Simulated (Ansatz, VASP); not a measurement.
**BaTiO3 in VASP and in Ansatz**

```
Ba Ti O
1.0
     2.86307    1.65299    2.35630
    -2.86307    1.65299    2.35630
     0.00000   -3.30599    2.35630
Ba Ti O
1 1 3
Direct
  0.98020 0.98020 0.98020
  0.51919 0.51919 0.51919
  0.48839 0.48839 0.97777
  0.48839 0.97777 0.48839
  0.97777 0.48839 0.48839
```

Change from the starting cell: all Ba atoms moved +0.175 Å, as atom 1 towards its neighbour atom 2 (Ti) at 3.434 Å.

Alike in both runs: task single point; functional PBE; k mesh 6 × 6 × 6; occupations gaussian, width 0.05 eV; no spin polarisation.

```csv
,VASP,Ansatz
version,VASP 6.6.1,Ansatz 0.2.0
potentials or method,"VASP PAW PBE potentials, release 64 (Ba_sv, Ti_sv, O), cutoff 520 eV","scalar-relativistic, plane waves, PAW"
valence electrons in the cell,40,40
```

```tsv
	VASP	Ansatz	Ansatz less VASP
gap on the k mesh at the Fermi level (eV)	2.55	2.61	+0.054
least direct gap on the mesh (eV)	3.08	3.10	+0.016
pressure (GPa)	1.9	0.3	-1.58
traceless stress, the component that is largest in VASP (GPa)	0.57	0.63	+0.066
rms of the force components (eV/Å)	0.301	0.276	-0.0247
```

Atom by atom the forces differ by 0.042 eV/Å (rms over components). The functional is the same, so the differences come from potentials, cutoffs and numerics.

Spin-orbit coupling is off throughout.
